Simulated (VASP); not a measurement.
# BaTiO3 (Cm) in VASP: notebook

The runs below take BaTiO3 through single point, with r2SCAN+U.

Everything below comes from runs of VASP 6.6.1. Logs are shortened: lines on timing, memory, paths and dates and some standing lists are left out, and cuts for length are marked.

### Step 1. The cell of the first run

It takes space group Cm (No. 8, monoclinic). Conventional cell: a = 5.681 Å, b = 5.674 Å, c = 4.015 Å, α = 90.00°, β = 90.11°, γ = 90.00°. Ba (site symmetry m) has 11 O at 2.34 to 2.91 Å within 3.1 Å. Within 2.2 Å of Ti (site symmetry m) lie 5 O at 1.68 to 2.09 Å. O (site symmetry m) has 1 Ti at 1.68 Å within 2.2 Å. Within 2.6 Å of O (site symmetry 1) lie 2 Ti at 1.92 to 2.09 Å and 1 O at 2.38 Å.

### Step 2. Single point, r2SCAN+U (atom 3 (O) moved by (+0.000, -0.600) A along y and z)

Input file POSCAR:

```
BaTiO3
1.0
    2.8368974874      1.6378835280      2.3209936158
   -2.8368974874      1.6378835280      2.3209936158
    0.0000000000     -3.2757670560      2.3209936158
Ba Ti O
1 1 3
Direct
    0.9999656897      0.9999656897      0.9999656897
    0.5077048750      0.5077048750      0.5077048750
    0.4060839471      0.4060839471      0.9003515670
    0.4922539385      0.9865215584      0.4922539385
    0.9865215584      0.4922539385      0.4922539385
```

Input file INCAR.step1:

```
ALGO = Normal
EDIFF = 1E-4
ENCUT = 520
GGA = PE
ISMEAR = 0
LASPH = True
LCHARG = False
LDAU = True
LDAUJ = 0 0 0
LDAUL = -1 2 -1
LDAUTYPE = 2
LDAUU = 0 4 0
LMAXMIX = 4
LREAL = False
LWAVE = True
NBANDS = 28
NELM = 150
PREC = Accurate
SIGMA = 0.05
```

Input file INCAR.step2:

```
ALGO = Normal
EDIFF = 1E-7
ENCUT = 520
ISIF = 2
ISMEAR = 0
ISTART = 1
LASPH = True
LCHARG = False
LDAU = True
LDAUJ = 0 0 0
LDAUL = -1 2 -1
LDAUPRINT = 1
LDAUTYPE = 2
LDAUU = 0 4 0
LMAXMIX = 4
LMIXTAU = True
LREAL = False
LWAVE = False
METAGGA = R2SCAN
NBANDS = 28
NELM = 150
PREC = Accurate
SIGMA = 0.05
```

Input file KPOINTS:

```
k-points
0
Gamma
  6 6 6
```

Potentials or basis: VASP PAW PBE potentials, release 64 (Ba_sv, Ti_sv, O).

Started as:

```console
$ cat potpaw_PBE.64/Ba_sv/POTCAR potpaw_PBE.64/Ti_sv/POTCAR potpaw_PBE.64/O/POTCAR > POTCAR
$ cp INCAR.step1 INCAR
$ mpirun -np 1 vasp_std > vasp.out
$ cp INCAR.step2 INCAR
$ mpirun -np 1 vasp_std > vasp.out
```

OUTCAR:

```text
EDIFF = 1E-7
   ENCUT = 520
   ISIF = 2
   ISMEAR = 0
   ISTART = 1
   LASPH = True
   LREAL = False
   METAGGA = R2SCAN
   NELM = 150
   PREC = Accurate

 ion  position               nearest neighbor table
   1  1.000  1.000  1.000-   3 2.34   4 2.80   5 2.80   5 2.84   4 2.84   4 2.84   5 2.84   5 2.89
                             4 2.89   3 2.91   3 2.91   2 3.43   2 3.46   2 3.46   2 3.46   2 3.49
   2  0.508  0.508  0.508-   3 1.68   4 1.92   5 1.92   4 2.09   5 2.09   1 3.43   1 3.46   1 3.46
                             1 3.46   1 3.49   1 3.49   1 3.49   1 3.54
   3  0.406  0.406  0.900-   2 1.68   1 2.34   1 2.91   1 2.91
   4  0.492  0.987  0.492-   2 1.92   2 2.09   1 2.80   1 2.84   1 2.84   1 2.89
   5  0.987  0.492  0.492-   2 1.92   2 2.09   1 2.80   1 2.84   1 2.84   1 2.89

  LATTYP: Found a trigonal (rhomboedric) cell.
 ALAT       =     4.0146807058
 COS(alpha) =     0.0013455092

  Lattice vectors:

 A1 = (   2.8368974874,   1.6378835280,   2.3209936158)
 A2 = (  -2.8368974874,   1.6378835280,   2.3209936158)
 A3 = (   0.0000000000,  -3.2757670560,   2.3209936158)

Analysis of symmetry for initial positions (statically):
=====================================================================
 Subroutine PRICEL returns:
 Original cell was already a primitive cell.

 Routine SETGRP: Setting up the symmetry group for a
 trigonal (rhombohedral) supercell.

 Subroutine GETGRP returns: Found  2 space group operations
 (whereof  2 operations were pure point group operations)
 out of a pool of 12 trial point group operations.

The static configuration has the point symmetry C_1h.

Analysis of symmetry for dynamics (positions and initial velocities):
=====================================================================
 Subroutine PRICEL returns:
 Original cell was already a primitive cell.

 Routine SETGRP: Setting up the symmetry group for a
 trigonal (rhombohedral) supercell.

 Subroutine GETGRP returns: Found  2 space group operations
 (whereof  2 operations were pure point group operations)
 out of a pool of 12 trial point group operations.

The dynamic configuration has the point symmetry C_1h.

 Subroutine INISYM returns: Found  2 space group operations
 (whereof  2 operations are pure point group operations),
 and found     1 'primitive' translations

----------------------------------------------------------------------------------------

                                     Primitive cell

  volume of cell :      64.7071

  direct lattice vectors                    reciprocal lattice vectors
     2.836897487  1.637883528  2.320993616     0.176248878  0.101757337  0.143616652
    -2.836897487  1.637883528  2.320993616    -0.176248878  0.101757337  0.143616652
     0.000000000 -3.275767056  2.320993616     0.000000000 -0.203514675  0.143616652

  length of vectors
     4.014680706  4.014680706  4.014680706     0.249086261  0.249086261  0.249086261

  position of ions in fractional coordinates (direct lattice)
     0.999965690  0.999965690  0.999965690
     0.507704875  0.507704875  0.507704875
     0.406083947  0.406083947  0.900351567
     0.492253938  0.986521558  0.492253938
     0.986521558  0.492253938  0.492253938

  ion indices of the primitive-cell ions
   primitive index   ion index
                 1           1
                 2           2
                 3           3
                 4           4
                 5           5

----------------------------------------------------------------------------------------
[... 59 lines left out ...]
   NGXF,Y,Z  is equivalent  to a cutoff of  24.85, 24.85, 24.85 a.u.
 SYSTEM =  unknown system
   PREC   = accura    normal or accurate (medium, high low for compatibility)
   ISTART =      1    job   : 0-new  1-cont  2-samecut
   ICHARG =      0    charge: 1-file 2-atom 10-const
   ISPIN  =      1    spin polarized calculation?
   LNONCOLLINEAR =      F non collinear calculations
   LSORBIT =      F    spin-orbit coupling
   LASPH  =      T    aspherical Exc in radial PAW
[... 52 lines left out ...]
  o =  0.0905  v =  0.0000  0.0000  0.0000  0.0000  0.0000  0.0000 -0.2562 -0.8162 -0.0000  0.5179      0.0000  0.0000  0.0000  0.0000  0.0000  0.0000  0.0000  0.0000  0.0000  0.0000
  o =  0.1224  v =  0.0000  0.0000  0.0000  0.0000  0.0000 -0.7595  0.0000 -0.0000  0.6505 -0.0000      0.0000  0.0000  0.0000  0.0000  0.0000  0.0000  0.0000  0.0000  0.0000  0.0000
  o =  0.1224  v = -0.7595  0.0000 -0.0000  0.6505 -0.0000  0.0000  0.0000  0.0000  0.0000  0.0000      0.0000  0.0000  0.0000  0.0000  0.0000  0.0000  0.0000  0.0000  0.0000  0.0000
  o =  0.1320  v =  0.0000  0.0000  0.0000  0.0000  0.0000  0.0000  0.8108 -0.4731 -0.0000 -0.3446      0.0000  0.0000  0.0000  0.0000  0.0000  0.0000  0.0000  0.0000  0.0000  0.0000
  o =  0.1320  v =  0.0000  0.8108 -0.4731 -0.0000 -0.3446  0.0000  0.0000  0.0000  0.0000  0.0000      0.0000  0.0000  0.0000  0.0000  0.0000  0.0000  0.0000  0.0000  0.0000  0.0000
  o =  0.2276  v = -0.6505  0.0000 -0.0000 -0.7595 -0.0000  0.0000  0.0000  0.0000  0.0000  0.0000      0.0000  0.0000  0.0000  0.0000  0.0000  0.0000  0.0000  0.0000  0.0000  0.0000
  o =  0.2276  v =  0.0000  0.0000  0.0000  0.0000  0.0000 -0.6505  0.0000 -0.0000 -0.7595 -0.0000      0.0000  0.0000  0.0000  0.0000  0.0000  0.0000  0.0000  0.0000  0.0000  0.0000
  o =  0.3143  v =  0.0000 -0.5263 -0.3317  0.0000 -0.7830  0.0000  0.0000  0.0000  0.0000  0.0000      0.0000  0.0000  0.0000  0.0000  0.0000  0.0000  0.0000  0.0000  0.0000  0.0000
  o =  0.3143  v =  0.0000  0.0000  0.0000  0.0000  0.0000  0.0000 -0.5263 -0.3317  0.0000 -0.7830      0.0000  0.0000  0.0000  0.0000  0.0000  0.0000  0.0000  0.0000  0.0000  0.0000

 number of electron      40.0000014 magnetization

 Free energy of the ion-electron system (eV)
  ---------------------------------------------------
  ext. energy  EPLUGINS =         0.00000000
  ---------------------------------------------------
  free energy    TOTEN  =       -69.88909962 eV

  energy without entropy =      -69.88909962  energy(sigma->0) =      -69.88909962

 E-fermi :   4.1315     XC(G=0): -11.8039

 val. band max:        3.7870980689   @ k =   0.5000   0.5000   0.5000
 cond. band min:       6.9886772976   @ k =   0.0000   0.0000   0.0000
 fundamental gap:      3.2015792287
 Fermi energy:         4.1315084399

 k-point     1 :       0.0000    0.0000    0.0000
  band No.  band energies     occupation
      1     -55.6346      2.00000
      2     -31.1079      2.00000
      3     -30.7507      2.00000
      4     -30.7376      2.00000
      5     -21.9382      2.00000
      6     -14.4552      2.00000
[... 733 lines left out ...]
     27      12.3233      0.00000
     28      13.2672      0.00000

 [... further k-points ...]

------------------------ aborting loop because EDIFF is reached ----------------------------------------

  FORCE on cell =-STRESS in cart. coord.  units (eV):
  Direction    XX          YY          ZZ          XY          YZ          ZX
  --------------------------------------------------------------------------------------
  -------------------------------------------------------------------------------------
  Total        3.8819755      9.7676980      7.2381795      0.0000000     -1.4549516      0.0000000
  in kB       96.1195043    241.8527058    179.2206621      0.0000000    -36.0252716      0.0000000
  external PRESSURE =     172.3976241 kB  Pullay stress =       0.0000000 kB

 VOLUME and BASIS-vectors are now :
 -----------------------------------------------------------------------------
  energy-cutoff  :      520.00
  volume of cell :       64.71
      direct lattice vectors                 reciprocal lattice vectors
     2.836897487  1.637883528  2.320993616     0.176248878  0.101757337  0.143616652
    -2.836897487  1.637883528  2.320993616    -0.176248878  0.101757337  0.143616652
     0.000000000 -3.275767056  2.320993616     0.000000000 -0.203514675  0.143616652

 POSITION                                       TOTAL-FORCE (eV/Angst)
 -----------------------------------------------------------------------------------
      0.00000      0.00000      6.96274         0.000000     -0.896194     -1.445679
      0.00000      0.00000      3.53514         0.000000      2.818221     -2.221670
      0.00000     -1.61911      3.97475         0.000000     -3.432939      6.009329
     -1.40219      0.80955      4.57475         0.827973      0.755456     -1.170990
      1.40219      0.80955      4.57475        -0.827973      0.755456     -1.170990
 -----------------------------------------------------------------------------------
    total drift:                               -0.000000     -0.004676      0.003156

  FREE ENERGIE OF THE ION-ELECTRON SYSTEM (eV)
  ---------------------------------------------------
  free  energy   TOTEN  =       -69.8890996213 eV

  energy  without entropy=      -69.8890996213  energy(sigma->0) =      -69.88909962
```

Run time: 15 min. Hardware: 1 thread of Intel Xeon 8259CL, shared host; peak memory 0.23 GiB.

Results:

| Property | Result |
| --- | --- |
| Free energy | -69.8891 eV |
| Pressure | 17.2 GPa |
| Largest force | 6.921 eV/Å |
| Band gap on the k mesh | 3.20 eV (least direct gap 3.72 eV) |

Forces on the atoms (eV/Å):
```
Ba   0.000 -0.896 -1.446
Ti   0.000  2.818 -2.222
O    0.000 -3.433  6.009
O    0.828  0.755 -1.171
O   -0.828  0.755 -1.171
```

Levels at points of the mesh, in eV from the valence-band top:
| k point | band 16 | band 17 | band 18 | band 19 | band 20 | band 21 | band 22 | band 23 | band 24 | band 25 |
| --- | --- | --- | --- | --- | --- | --- | --- | --- | --- | --- |
| (0.00, 0.00, 0.00) | -1.85 | -1.21 | -1.07 | -0.54 | -0.52 | 3.20 | 3.41 | 4.74 | 4.85 | 5.03 |
| (0.50, 0.00, 0.00) | -2.06 | -2.02 | -1.63 | -1.24 | -0.78 | 4.00 | 4.69 | 5.12 | 5.36 | 6.56 |
| (0.00, 0.00, 0.50) | -2.01 | -1.84 | -1.45 | -0.87 | -0.85 | 3.34 | 3.86 | 4.48 | 5.04 | 5.90 |
| (0.50, 0.50, 0.00) | -3.20 | -2.08 | -0.82 | -0.77 | -0.10 | 4.84 | 4.97 | 5.30 | 5.48 | 8.05 |
| (0.50, 0.00, 0.50) | -2.45 | -1.75 | -1.13 | -0.92 | -0.25 | 4.13 | 4.72 | 4.80 | 5.37 | 7.07 |
| (0.50, 0.50, 0.50) | -2.37 | -2.11 | -0.62 | -0.12 | 0.00 | 4.61 | 5.14 | 5.42 | 5.99 | 7.02 |

Eigenvalues of the final occupation matrices:
| site | spin | trace | eigenvalues |
| --- | --- | --- | --- |
| site 2 d | 1 | 0.89 | 0.09 0.12 0.13 0.23 0.31 |
| site 2 d | 2 | 0.89 | 0.09 0.12 0.13 0.23 0.31 |

Caveat: the cell differs from its parent crystal (atom 3 (O) moved by (+0.000, -0.600) A along y and z); the stress differs along the axes, from 10 to 24 GPa; the PAW data sets were made with another functional, which shifts forces and pressure a little; spin-orbit coupling is left out, which moves the levels of the heavy elements. A k mesh can miss the band edges.

### Step 3. Single point, r2SCAN+U (atom 3 (O) moved by (+0.000, +0.600) A along y and z)

Changes to POSCAR since step 2:

```diff
@@ -10,3 +10,3 @@
     0.5077048750      0.5077048750      0.5077048750
-    0.4060839471      0.4060839471      0.9003515670
+    0.5784239299      0.5784239299      1.0726915498
     0.4922539385      0.9865215584      0.4922539385
```

Input file INCAR.step1:

```
SYSTEM = BaTiO3
PREC = Accurate
ENCUT = 520
ISMEAR = 0
SIGMA = 0.05
LREAL = .FALSE.
LASPH = .TRUE.
NELM = 150
LMAXMIX = 4
LDAU = .TRUE.
LDAUTYPE = 2
LDAUL = -1 2 -1
LDAUU = 0 4 0
LDAUJ = 0 0 0
NBANDS = 28
GGA = PE
ALGO = Normal
EDIFF = 1E-4
LWAVE = .TRUE.
LCHARG = .FALSE.
```

Input file INCAR.step2:

```
SYSTEM = BaTiO3
PREC = Accurate
ENCUT = 520
EDIFF = 1E-7
ISMEAR = 0
SIGMA = 0.05
LREAL = .FALSE.
LASPH = .TRUE.
NELM = 150
ALGO = Normal
ISIF = 2
LWAVE = .FALSE.
LCHARG = .FALSE.
LMAXMIX = 4
LDAU = .TRUE.
LDAUTYPE = 2
LDAUL = -1 2 -1
LDAUU = 0 4 0
LDAUJ = 0 0 0
LDAUPRINT = 1
METAGGA = R2SCAN
LMIXTAU = .TRUE.
NBANDS = 28
ISTART = 1
```

Input file KPOINTS:

```
Automatic mesh
0
G
  6 6 6
  0 0 0
```

Potentials or basis: VASP PAW PBE potentials, release 64 (Ba_sv, Ti_sv, O).

Started as:

```console
$ cat potpaw_PBE.64/Ba_sv/POTCAR potpaw_PBE.64/Ti_sv/POTCAR potpaw_PBE.64/O/POTCAR > POTCAR
$ cp INCAR.step1 INCAR
$ mpirun -np 1 vasp_std > vasp.out
$ cp INCAR.step2 INCAR
$ mpirun -np 1 vasp_std > vasp.out
```

Run time: 14 min. Hardware: 1 thread of Intel Xeon 8259CL, shared host; peak memory 0.23 GiB.

Results (log left out):

```yaml
Free_energy: -70.3066 eV
Pressure: 10.7 GPa
Largest_force: 5.190 eV/Å
Band_gap_on_the_k_mesh: 2.81 eV (least direct gap 3.25 eV)
```

Forces in eV/Å, atoms in the order of the input:
```
Ba   0.000  0.419  1.089
Ti   0.000 -0.426 -0.054
O    0.000  1.306 -5.023
O   -1.643 -0.649  1.994
O    1.643 -0.649  1.994
```

Stress tensor (GPa, compression positive):
```
 8.12  0.00  0.00
 0.00 10.71 -2.52
 0.00 -2.52 13.13
```

Levels at points of the mesh, in eV from the valence-band top:
| k point | band 17 | band 18 | band 19 | band 20 | band 21 | band 22 | band 23 | band 24 |
| --- | --- | --- | --- | --- | --- | --- | --- | --- |
| (0.00, 0.00, 0.00) | -1.18 | -0.78 | -0.58 | -0.44 | 2.81 | 2.84 | 3.53 | 4.28 |
| (0.50, 0.00, 0.00) | -1.86 | -1.76 | -1.00 | -0.69 | 3.10 | 4.29 | 4.34 | 4.39 |
| (0.00, 0.00, 0.50) | -1.64 | -1.24 | -1.07 | -0.78 | 2.90 | 3.57 | 3.95 | 4.31 |
| (0.50, 0.50, 0.00) | -1.85 | -0.85 | -0.74 | -0.26 | 4.33 | 4.46 | 4.73 | 5.04 |
| (0.50, 0.00, 0.50) | -1.86 | -1.11 | -1.03 | -0.12 | 3.94 | 4.33 | 4.53 | 4.97 |
| (0.50, 0.50, 0.50) | -2.27 | -0.48 | -0.18 | 0.00 | 4.41 | 4.77 | 4.97 | 6.38 |

Eigenvalues of the final occupation matrices:
```
    site  spin  trace               eigenvalues
site 2 d     1   0.81  0.10 0.10 0.11 0.24 0.27
site 2 d     2   0.81  0.10 0.10 0.11 0.24 0.27
```

Caveat: the cell differs from its parent crystal (atom 3 (O) moved by (+0.000, +0.600) A along y and z); the stress differs along the axes, from 8 to 13 GPa; the PAW data sets were made with another functional, which shifts forces and pressure a little; spin-orbit coupling is left out, which moves the levels of the heavy elements. A k mesh can miss the band edges.

### Step 4. Single point, r2SCAN+U (atom 3 (O) moved by (+0.600, -0.600) A along y and z)

Changes to POSCAR since step 3:

```diff
@@ -10,3 +10,3 @@
     0.5077048750      0.5077048750      0.5077048750
-    0.5784239299      0.5784239299      1.0726915498
+    0.4671383495      0.4671383495      0.7782427622
     0.4922539385      0.9865215584      0.4922539385
```

Input file INCAR.step1:

```
SYSTEM = BaTiO3
  PREC = Accurate
  ENCUT = 520
  ISMEAR = 0
  SIGMA = 0.05
  LREAL = .FALSE.
  LASPH = .TRUE.
  NELM = 150
  LMAXMIX = 4
  LDAU = .TRUE.
  LDAUTYPE = 2
  LDAUL = -1 2 -1
  LDAUU = 0 4 0
  LDAUJ = 0 0 0
  NBANDS = 28
  GGA = PE
  ALGO = Normal
  EDIFF = 1E-4
  LWAVE = .TRUE.
  LCHARG = .FALSE.
```

Input file INCAR.step2:

```
SYSTEM = BaTiO3
  PREC = Accurate
  ENCUT = 520
  EDIFF = 1E-6
  ISMEAR = 0
  SIGMA = 0.05
  LREAL = .FALSE.
  LASPH = .TRUE.
  NELM = 150
  ALGO = Normal
  ISIF = 2
  LWAVE = .FALSE.
  LCHARG = .FALSE.
  LMAXMIX = 4
  LDAU = .TRUE.
  LDAUTYPE = 2
  LDAUL = -1 2 -1
  LDAUU = 0 4 0
  LDAUJ = 0 0 0
  LDAUPRINT = 1
  METAGGA = R2SCAN
  LMIXTAU = .TRUE.
  NBANDS = 28
  ISTART = 1
```

KPOINTS is that of step 3.

Started as:

```console
$ cat potpaw_PBE.64/Ba_sv/POTCAR potpaw_PBE.64/Ti_sv/POTCAR potpaw_PBE.64/O/POTCAR > POTCAR
$ cp INCAR.step1 INCAR
$ mpirun -np 1 vasp_std > vasp.out
$ cp INCAR.step2 INCAR
$ mpirun -np 1 vasp_std > vasp.out
```

It took 16 min on 1 thread of Intel Xeon 8259CL, shared host; peak memory 0.23 GiB.

The run converged. Its results:

```
Free energy            : -48.7905 eV
Pressure               : 118.3 GPa
Largest force          : 110.858 eV/Å
Band gap on the k mesh : 3.75 eV (least direct gap 4.31 eV)
```

Forces in eV/Å, atoms in the order of the input:
```
Ba     0.000   -0.325    0.056
Ti     0.000   98.104  -45.575
O      0.000 -100.914   45.890
O     -0.773    1.568   -0.185
O      0.773    1.568   -0.185
```

Stress tensor (GPa, compression positive):
```
  26.50    0.00    0.00
   0.00  259.22 -100.74
   0.00 -100.74   69.27
```

Levels at points of the mesh, in eV from the valence-band top:
```tsv
k point	band 18	band 19	band 20	band 21	band 22	band 23
(0.00, 0.00, 0.00)	-1.20	-0.57	-0.56	3.75	3.98	4.21
(0.50, 0.00, 0.00)	-1.63	-1.40	-0.99	3.84	5.21	6.22
(0.00, 0.00, 0.50)	-1.67	-0.74	-0.72	4.79	5.37	6.39
(0.50, 0.50, 0.00)	-1.66	-0.97	-0.12	4.81	6.58	7.00
(0.50, 0.00, 0.50)	-1.63	-1.05	-0.99	5.62	5.66	6.25
(0.50, 0.50, 0.50)	-0.82	-0.81	0.00	5.04	6.23	6.38
```

Eigenvalues of the final occupation matrices:
```tsv
site	spin	trace	eigenvalues
site 2 d	1	1.90	0.06 0.18 0.36 0.36 0.93
site 2 d	2	1.90	0.06 0.18 0.36 0.36 0.93
```

Caveat: the cell differs from its parent crystal (atom 3 (O) moved by (+0.600, -0.600) A along y and z); atoms lie so close that the PAW spheres overlap strongly, which falsifies energies and pressures; the stress differs along the axes, from 27 to 259 GPa; the PAW data sets were made with another functional, which shifts forces and pressure a little; spin-orbit coupling is left out, which moves the levels of the heavy elements. A k mesh can miss the band edges.

### Step 5. Overview

| cell | gap on the mesh (eV) | pressure (GPa) | largest force (eV/Å) |
| --- | --- | --- | --- |
| as given, atomic positions A | 3.20 | 17.2 | 6.92 |
| as given, atomic positions B | 2.81 | 10.7 | 5.19 |
| as given, atomic positions C | 3.75 | 118.3 | 110.86 |

Alike in all rows: task single point; level r2SCAN+U; potentials or basis VASP PAW PBE potentials, release 64 (Ba_sv, Ti_sv, O); no spin polarisation; Ti d U = 4.0 eV; k mesh 6 × 6 × 6; cutoff (eV) 520; smearing gaussian 0.05 eV.

Caveats: the PAW data sets were made with another functional, which shifts forces and pressure a little; spin-orbit coupling is left out, which moves the levels of the heavy elements; the stress differs along the axes, from 10 to 24 GPa (at least some runs); the stress differs along the axes, from 8 to 13 GPa (at least some runs); atoms lie so close that the PAW spheres overlap strongly, which falsifies energies and pressures (at least some runs); the stress differs along the axes, from 27 to 259 GPa (at least some runs).

Total energies depend on the potentials used, so only differences within one code and one set of settings carry meaning.
